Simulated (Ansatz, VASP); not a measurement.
Re in VASP and in Ansatz

```xyz
1
Lattice="2.6058 0.0000 0.0000 0.0000 2.6058 0.0000 0.0000 0.0000 2.6058" Properties=species:S:1:pos:R:3 pbc="T T T"
Re    0.0000    0.0000    0.0000
```

Change from the starting cell: volume scaled by 1.03.

Alike in both runs: task single point; functional PBE; k mesh 12 × 12 × 12; occupations fermi-dirac, width 0.08 eV; no spin polarisation.

|  | VASP | Ansatz |
| --- | --- | --- |
| version | VASP 6.6.1 | Ansatz 0.2.0 |
| potentials or method | VASP PAW PBE potentials, release 64 (Re), cutoff 520 eV | all-electron LAPW, scalar-relativistic |

```csv
,VASP,Ansatz,Ansatz less VASP
pressure (GPa),-8.2,-7.1,+1.05
```

Ansatz ran all-electron here, and VASP with PAW potentials.

Spin-orbit coupling is off throughout.
